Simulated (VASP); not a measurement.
The system is Si2Ge3.

```xyz
10
Lattice="2.9316 0.0000 0.0000 -1.4658 2.5388 0.0000 0.0000 0.0000 23.7127" Properties=species:S:1:pos:R:3 pbc="T T T"
Si    0.0000    1.6926   18.9702
Si    0.0000    1.6926    0.0000
Si    0.0000    1.6926    4.7425
Si    1.4658    0.8463   11.8564
Ge    0.0000    1.6926   14.2276
Ge    0.0000    1.6926    9.4851
Ge    1.4658    0.8463   16.5989
Ge    1.4658    0.8463   21.3414
Ge    1.4658    0.8463    2.3713
Ge    1.4658    0.8463    7.1138
```

```yaml
Program: VASP 6.6.1
Task: relaxation of cell and atoms
Functional: PBE
Potentials_or_basis: VASP PAW PBE potentials, release 64 (Si, Ge_d)
Cutoff: 600 eV
k_mesh: 6 × 6 × 1
Occupations: gaussian, width 0.1 eV
Spin: no spin polarisation
```

At the start: pressure -0.3 GPa; volume 17.65 Å³/atom.

Where does the relaxation end?

Over 27 steps the energy falls by 65.7 meV/atom and the volume is 17.85 Å³/atom (+1.1 %); space group P-6m2 (No. 187, to 0.1 Å) before and after.

Step by step:
| step | energy change (eV) | largest force (eV/Å) | pressure (GPa) | volume (Å³) |
| --- | --- | --- | --- | --- |
| 1 | 0.0000 | 0.4651 | -0.32 | 176.49 |
| 2 | -0.3133 | 0.4576 | -0.64 | 175.44 |
| 3 | -0.3576 | 0.4589 | -0.08 | 175.03 |
| 4 | -0.3744 | 0.3270 | 1.08 | 174.12 |
| 5 | -0.5586 | 0.3338 | 3.04 | 171.90 |
| 6 | -0.1208 | 0.3488 | 8.69 | 165.87 |
| 7 | -0.4948 | 0.3532 | 4.38 | 170.69 |
| 8 | -0.5588 | 0.3289 | 3.28 | 171.64 |
| 9 | -0.5723 | 0.1471 | -1.26 | 184.13 |
| 10 | -0.6232 | 0.2238 | 0.70 | 178.01 |
| 11 | -0.6428 | 0.1789 | -0.42 | 179.72 |
| 12 | -0.6432 | 0.1872 | -0.29 | 179.51 |
| 13 | -0.6475 | 0.1136 | -0.03 | 178.71 |
| 14 | -0.6480 | 0.0654 | 0.14 | 178.21 |
| 15 | -0.6507 | 0.0687 | 0.28 | 178.39 |
| 16 | -0.6508 | 0.0756 | 0.27 | 178.43 |
| 17 | -0.6526 | 0.0673 | -0.19 | 179.39 |
| 18 | -0.6526 | 0.0664 | -0.11 | 179.48 |
| 19 | -0.6526 | 0.0648 | -0.20 | 179.67 |
| 20 | -0.6545 | 0.0435 | -0.29 | 179.49 |
| 21 | -0.6561 | 0.0491 | -0.26 | 179.18 |
| 22 | -0.6566 | 0.0508 | 0.10 | 178.31 |
| 23 | -0.6567 | 0.0505 | 0.04 | 178.70 |
| 24 | -0.6566 | 0.0507 | 0.23 | 178.33 |
| 25 | -0.6567 | 0.0508 | 0.03 | 178.54 |
| 26 | -0.6567 | 0.0506 | 0.10 | 178.43 |
| 27 | -0.6572 | 0.0397 | 0.24 | 178.50 |

Final structure:
```
Si Ge
1.0
     3.12340    0.00000    0.00000
    -1.56170    2.70494    0.00000
     0.00000    0.00000   21.12814
Si Ge
4 6
Direct
  0.33333 0.66667 0.80366
  0.33333 0.66667 0.00000
  0.33333 0.66667 0.19634
  0.66667 0.33333 0.50000
  0.33333 0.66667 0.59683
  0.33333 0.66667 0.40317
  0.66667 0.33333 0.70558
  0.66667 0.33333 0.90149
  0.66667 0.33333 0.09851
  0.66667 0.33333 0.29442
```

Caveat: the k points lie up to 0.39 Å⁻¹ apart in the final cell, too coarse for converged energies and pressures of a metal.
